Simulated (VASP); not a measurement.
# CuO in VASP: further runs, part 3 of 3

VASP 6.6.1. The steps go on from the part before.

**4. Single point, PBEsol+U**

This run uses another cell than the first one, of 10.86 Å³/atom.

The input, INCAR:

```
SYSTEM = CuO
PREC = Accurate
ENCUT = 520
EDIFF = 1E-6
ISMEAR = -1
SIGMA = 0.05
LREAL = .FALSE.
LASPH = .TRUE.
NELM = 150
ALGO = Normal
ISIF = 2
LWAVE = .FALSE.
LCHARG = .TRUE.
LMAXMIX = 4
LDAU = .TRUE.
LDAUTYPE = 2
LDAUL = 2 -1
LDAUU = 5.3 0
LDAUJ = 0 0
LDAUPRINT = 1
GGA = PS
LELF = .TRUE.
LVHAR = .TRUE.
NBANDS = 44
```

The input, KPOINTS:

```
regular mesh
0
G
  9 5 5
  0 0 0
```

The input, POSCAR:

```
CuO
1.0
   -2.0659962214      2.0467605455     -0.1603015990
    0.4040295621      0.0004689479     -5.1007906666
   -2.0677589921     -6.1426939225     -0.1599631890
Cu O
4 4
Direct
    0.2500619626     -0.0000038377      0.2499925756
    0.7499551001     -0.0000022279      0.7499886757
    0.9999681951      0.5000036274      0.5000014643
    0.4999753680      0.4999985353      1.0000096493
    0.7499024326      0.7496615550      0.2502556567
    0.2497885694      0.7496664446      0.7502546462
    0.7502275391      0.2503372817      0.2497485511
    0.2501208631      0.2503386017      0.7497488113
```

Potentials or basis: VASP PAW PBE potentials, release 64 (Cu, O).

Started as:

```
$ cat potpaw_PBE.64/Cu/POTCAR potpaw_PBE.64/O/POTCAR > POTCAR
$ mpirun -np 1 vasp_std > vasp.out
```

OUTCAR:

```text
SYSTEM = CuO
   PREC = Accurate
   ENCUT = 520
   EDIFF = 1E-6
   ISMEAR = -1
   LREAL = .FALSE.
   LASPH = .TRUE.
   NELM = 150
   ISIF = 2
   GGA = PS

 ion  position               nearest neighbor table
   1  0.250  1.000  0.250-   7 1.94   5 1.94   5 1.94   7 1.94
   2  0.750  1.000  0.750-   8 1.94   6 1.94   6 1.94   8 1.94
   3  1.000  0.500  0.500-   6 1.94   7 1.94   5 1.94   8 1.94
   4  0.500  0.500  0.000-   5 1.94   8 1.94   7 1.94   6 1.94
   5  0.750  0.750  0.250-   4 1.94   3 1.94   1 1.94   1 1.94
   6  0.250  0.750  0.750-   3 1.94   4 1.94   2 1.94   2 1.94
   7  0.750  0.250  0.250-   3 1.94   4 1.94   1 1.94   1 1.94
   8  0.250  0.250  0.750-   4 1.94   3 1.94   2 1.94   2 1.94

  LATTYP: Found a triclinic cell.
 ALAT       =     5.8281362311
 B/A-ratio  =     0.4997488927
 C/A-ratio  =     0.8779422606
 COS(alpha) =     0.0010802319
 COS(beta)  =     0.0012902374
 COS(gamma) =     0.0122689886

  Lattice vectors:

 A1 = (   4.1337552135,   4.0959333770,   0.3202647880)
 A2 = (   2.0659962214,  -2.0467605455,   0.1603015990)
 A3 = (   0.4040295621,   0.0004689479,  -5.1007906666)

Analysis of symmetry for initial positions (statically):
=====================================================================
 Subroutine PRICEL returns:
 Original cell was already a primitive cell.

 Routine SETGRP: Setting up the symmetry group for a
 triclinic supercell.

 Subroutine GETGRP returns: Found  1 space group operations
 (whereof  1 operations were pure point group operations)
 out of a pool of  2 trial point group operations.
[... 294 lines left out ...]
  o =  0.9647  v = -0.0563  0.7091 -0.0960 -0.6924  0.0737  0.0000  0.0000  0.0000  0.0000  0.0000      0.0000  0.0000  0.0000  0.0000  0.0000  0.0000  0.0000  0.0000  0.0000  0.0000
  o =  0.9647  v =  0.0000  0.0000  0.0000  0.0000  0.0000 -0.0563  0.7091 -0.0960 -0.6924  0.0737      0.0000  0.0000  0.0000  0.0000  0.0000  0.0000  0.0000  0.0000  0.0000  0.0000
  o =  0.9651  v =  0.0026  0.0130 -0.0088 -0.0916 -0.9957  0.0000  0.0000  0.0000  0.0000  0.0000      0.0000  0.0000  0.0000  0.0000  0.0000  0.0000  0.0000  0.0000  0.0000  0.0000
  o =  0.9651  v =  0.0000  0.0000  0.0000  0.0000  0.0000  0.0026  0.0130 -0.0088 -0.0916 -0.9957      0.0000  0.0000  0.0000  0.0000  0.0000  0.0000  0.0000  0.0000  0.0000  0.0000
  o =  0.9772  v =  0.0000  0.0000  0.0000  0.0000  0.0000 -0.4386 -0.0330  0.8899 -0.1213  0.0017      0.0000  0.0000  0.0000  0.0000  0.0000  0.0000  0.0000  0.0000  0.0000  0.0000
  o =  0.9772  v = -0.4386 -0.0330  0.8899 -0.1213  0.0017  0.0000  0.0000  0.0000  0.0000  0.0000      0.0000  0.0000  0.0000  0.0000  0.0000  0.0000  0.0000  0.0000  0.0000  0.0000

 number of electron      67.9999991 magnetization

 Free energy of the ion-electron system (eV)
  ---------------------------------------------------
  ext. energy  EPLUGINS =         0.00000000
  ---------------------------------------------------
  free energy    TOTEN  =       -35.83798234 eV

  energy without entropy =      -35.80140954  energy(sigma->0) =      -35.81969594

 E-fermi :   4.4593     XC(G=0): -11.6300

 val. band max:        4.4552365063   @ k =   0.1111  -0.0000   0.4000
 cond. band min:       4.4607843974   @ k =   0.4444   0.2000   0.4000
 fundamental gap:      0.0055478911
 Fermi energy:         4.4593209838

 k-point     1 :       0.0000    0.0000    0.0000
  band No.  band energies     occupation
      1     -15.0892      2.00000
      2     -14.4509      2.00000
      3     -13.6841      2.00000
      4     -13.5674      2.00000
      5      -3.8066      2.00000
      6      -2.6626      2.00000
[... 1117 lines left out ...]
     43      14.7890      0.00000
     44      17.3603      0.00000

 [... further k-points ...]
[... 5 lines left out ...]
  --------------------------------------------------------------------------------------
  -------------------------------------------------------------------------------------
  Total       -2.8805567     -2.7929507     -3.6028610     -0.0108449     -0.0003511      0.0662548
  in kB      -53.1390063    -51.5228959    -66.4636997     -0.2000619     -0.0064762      1.2222336
  external PRESSURE =     -57.0418673 kB  Pullay stress =       0.0000000 kB

 VOLUME and BASIS-vectors are now :
 -----------------------------------------------------------------------------
  energy-cutoff  :      520.00
  volume of cell :       86.85
      direct lattice vectors                 reciprocal lattice vectors
    -2.065996221  2.046760546 -0.160301599    -0.360764532  0.122184729 -0.028564638
     0.404029562  0.000468948 -5.100790667     0.015107411 -0.000011304 -0.194851393
    -2.067758992 -6.142693923 -0.159963189    -0.120206466 -0.122082775 -0.009532682

 POSITION                                       TOTAL-FORCE (eV/Angst)
 -----------------------------------------------------------------------------------
     -0.62952     -1.02334     -5.18085         0.000083     -0.000455     -0.000398
     -2.69617     -3.07150     -5.34097         0.000139     -0.000583     -0.000459
     -2.89780     -1.02443     -2.79069        -0.000572      0.000270      0.000331
     -0.83095      1.02351     -2.63054         0.000150      0.000976      0.000013
     -1.76388     -0.00202     -3.98411         0.000581      0.000224     -0.004282
     -1.76452     -4.09698     -3.98395         0.000297      0.000490     -0.003125
     -1.96524      0.00152     -1.43713        -0.000435     -0.000670      0.004549
     -1.96590     -4.09342     -1.43695        -0.000243     -0.000251      0.003371
 -----------------------------------------------------------------------------------
    total drift:                               -0.000053     -0.000053      0.000013

  FREE ENERGIE OF THE ION-ELECTRON SYSTEM (eV)
  ---------------------------------------------------
  free  energy   TOTEN  =       -35.8379823431 eV

  energy  without entropy=      -35.8014095354  energy(sigma->0) =      -35.81969594
```

OSZICAR:

```text
N       E                     dE             d eps       ncg     rms          rms(c)
DAV:   1     0.804978757494E+03    0.80498E+03   -0.31142E+04 10000   0.246E+03
DAV:   2     0.124177823604E+03   -0.68080E+03   -0.63949E+03 10076   0.536E+02
DAV:   3    -0.290479287250E+02   -0.15323E+03   -0.14492E+03 11164   0.257E+02
DAV:   4    -0.426826533562E+02   -0.13635E+02   -0.13369E+02 13940   0.815E+01
DAV:   5    -0.429123773397E+02   -0.22972E+00   -0.22927E+00 13248   0.127E+01    0.193E+01
DAV:   6    -0.390399634516E+02    0.38724E+01   -0.51981E+01 15256   0.148E+02    0.131E+01
DAV:   7    -0.356362784093E+02    0.34037E+01   -0.13838E+01 12912   0.963E+01    0.362E+00
DAV:   8    -0.358596282817E+02   -0.22335E+00   -0.27526E+00 12072   0.931E+00    0.223E+00
DAV:   9    -0.358854427072E+02   -0.25814E-01   -0.41302E-01 15104   0.192E+01    0.230E+00
DAV:  10    -0.358392002054E+02    0.46243E-01   -0.26070E-01 15184   0.146E+01    0.445E-01
DAV:  11    -0.358377786651E+02    0.14215E-02   -0.22270E-02 15392   0.219E+00    0.254E-01
DAV:  12    -0.358378377355E+02   -0.59070E-04   -0.38920E-03 15068   0.926E-01    0.170E-01
DAV:  13    -0.358381151651E+02   -0.27743E-03   -0.29954E-03 17828   0.849E-01    0.997E-02
DAV:  14    -0.358380144483E+02    0.10072E-03   -0.45551E-04 16032   0.444E-01    0.554E-02
DAV:  15    -0.358379829743E+02    0.31474E-04   -0.19356E-04 15264   0.115E-01    0.150E-02
DAV:  16    -0.358379827145E+02    0.25978E-06   -0.26384E-05 14804   0.905E-02    0.699E-03
DAV:  17    -0.358379823431E+02    0.37144E-06   -0.43742E-06  6996   0.482E-02
   1 F= -.35837982E+02 E0= -.35819696E+02  d E =-.365728E-01
```

stdout:

```text
POSCAR found type information on POSCAR CuO
 POSCAR found :  2 types and       8 ions
 scaLAPACK will be used
 -----------------------------------------------------------------------------
|                                                                             |
|                                                                             |
|     You enforced a specific xc type in the INCAR file but a different       |
|     I HOPE YOU KNOW WHAT YOU ARE DOING!                                     |
|                                                                             |
 -----------------------------------------------------------------------------

 LDA part: xc-table for (Slater+PW92), standard interpolation
 POSCAR, INCAR and KPOINTS ok, starting setup
 FFT: planning ... GRIDC
 FFT: planning ... GRID_SOFT
 FFT: planning ... GRID
 WAVECAR not read
 entering main loop
```

Run time: 13 min. Hardware: 1 thread of Oxide Virtual Turin-like, shared host; peak memory 0.39 GiB.

Results:

* Free energy: -35.8380 eV
* Pressure: -5.7 GPa
* Largest force: 0.005 eV/Å
* Band gap on the k mesh: zero (bands 34 and 35 overlap by 0.88 eV)

Forces on the atoms (eV/Å):
```
Cu   0.000  0.000  0.000
Cu   0.000 -0.001  0.000
Cu  -0.001  0.000  0.000
Cu   0.000  0.001  0.000
O    0.001  0.000 -0.004
O    0.000  0.000 -0.003
O    0.000 -0.001  0.005
O    0.000  0.000  0.003
```

Levels at points of the mesh, in eV from the Fermi level:
```tsv
k point	band 30	band 31	band 32	band 33	band 34	band 35	band 36	band 37	band 38	band 39
(0.00, 0.00, 0.00)	-2.33	-2.17	-1.82	0.33	0.57	0.70	0.74	1.64	4.17	6.23
```

Eigenvalues of the final occupation matrices:
```csv
site,spin,trace,eigenvalues
site 1 d,1,4.65,0.80 0.94 0.96 0.96 0.98
site 1 d,2,4.65,0.80 0.94 0.96 0.96 0.98
site 2 d,1,4.65,0.80 0.94 0.96 0.96 0.98
site 2 d,2,4.65,0.80 0.94 0.96 0.96 0.98
site 3 d,1,4.65,0.80 0.94 0.96 0.97 0.98
site 3 d,2,4.65,0.80 0.94 0.96 0.97 0.98
site 4 d,1,4.65,0.80 0.94 0.96 0.97 0.98
site 4 d,2,4.65,0.80 0.94 0.96 0.97 0.98
```

Caveat: the cell stands under tension; the PAW data sets were made with another functional, which shifts forces and pressure a little; U without spin polarisation on a metal has little footing.

**5. Overview**

```tsv
level	potentials or basis	U	cell	gap on the mesh (eV)	pressure (GPa)
LDA	VASP PAW LDA potentials, release 64 (Cu, O)	-	a = 2.854, b = 5.040, c = 6.372 Å, angles 90.0, 116.3, 90.0°, 8 atoms, atomic positions A	none	1.1
PBEsol	VASP PAW PBE potentials, release 64 (Cu, O)	-	a = 2.896, b = 5.088, c = 6.467 Å, angles 90.0, 116.4, 90.0°, 8 atoms, atomic positions B	none	0.8
PBEsol+U	VASP PAW PBE potentials, release 64 (Cu, O)	Cu d U = 5.3 eV	a = 2.913, b = 5.117, c = 6.483 Å, angles 90.0, 116.0, 90.1°, 8 atoms, atomic positions C	none	-5.7
```

Alike in all rows: task single point; no spin polarisation; k mesh 9 × 5 × 5; cutoff (eV) 520; smearing fermi-dirac 0.05 eV.

Caveats: semilocal functionals often make such compounds metallic where correlation or magnetic order opens a gap, which also shifts bond lengths (at least some runs); the PAW data sets were made with another functional, which shifts forces and pressure a little (at least some runs); the cell stands under tension (at least some runs); U without spin polarisation on a metal has little footing (at least some runs).

Absolute energies hang on the potentials; compare differences alone.
